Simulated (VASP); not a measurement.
Write the native input for VASP 6.6.1 that does the following.

- Task: single point
- Functional: LDA
- Potentials or basis: VASP PAW LDA potentials, release 64 (Mn_pv, Si)
- Cutoff: 520 eV
- k mesh: 8 × 8 × 8
- Occupations: fermi-dirac, width 0.05 eV
- Spin: collinear spin, ferromagnetic start
- Starting moments: [1.0, 1.0, 1.0, 1.0, 0.0, 0.0, 0.0, 0.0] μB
- Dipole correction: no
- Further INCAR settings: ALGO = Normal; EDIFF = 1e-07; NBANDS = 48

The structure of MnSi lies in POSCAR:

```
MnSi
1.0
    4.4282270519      0.0000000000      0.0000000000
    0.0000000000      4.4282270519      0.0000000000
    0.0000000000      0.0000000000      4.4282270519
Mn Si
4 4
Direct
    0.1373342949      0.1373342949      0.1373342949
    0.6373342949      0.3626657051      0.8626657051
    0.8626657051      0.6373342949      0.3626657051
    0.3626657051      0.8626657051      0.6373342949
    0.8453915295      0.8453915295      0.8453915295
    1.3453915295     -0.3453915295      0.1546084705
    0.1546084705      1.3453915295     -0.3453915295
   -0.3453915295      0.1546084705      1.3453915295
```

The input as run:

INCAR

```
SYSTEM = MnSi
ALGO     = Normal         ! electronic algorithm
EDIFF    = 1E-7           ! SCF threshold, eV
ENCUT    = 520            ! plane-wave cutoff, eV
ISIF     = 2              ! what is computed and relaxed
ISMEAR   = -1             ! smearing method
ISPIN    = 2              ! spin polarisation
LASPH    = .TRUE.         ! aspherical terms in the spheres
LCHARG   = .TRUE.         ! write CHGCAR
LELF     = .TRUE.         ! ELF
LMAXMIX  = 4              ! l up to which the mixer works
LORBIT   = 11             ! projections on sites
LREAL    = .FALSE.        ! projectors in reciprocal space
LVHAR    = .TRUE.       
LWAVE    = .FALSE.        ! write WAVECAR
MAGMOM   = 1 1 1 1 0 0 0 0 ! initial moments
NBANDS   = 48             ! bands
NELM     = 150            ! most SCF steps
PREC     = Accurate       ! precision mode
SIGMA    = 0.05           ! smearing width, eV
```

KPOINTS

```
k-points
0
G
  8 8 8
  0 0 0
```

Potentials or basis: VASP PAW LDA potentials, release 64 (Mn_pv, Si).

The run is started by

```bash
$ cat potpaw_LDA.64/Mn_pv/POTCAR potpaw_LDA.64/Si/POTCAR > POTCAR
$ mpirun -np 1 vasp_std > vasp.out
```

It gave:

The pressure is -0.2 GPa, the largest force is 0.028 eV/Å and the net moment is 1.90 μB per cell. The site moments are Mn +0.49; Si -0.02 μB. The valence electrons inside the program's atomic spheres are Mn 12.17; Si 1.70.

It took 17 min on 1 thread of Intel Xeon 8259CL (shared host), peak memory 0.35 GiB.
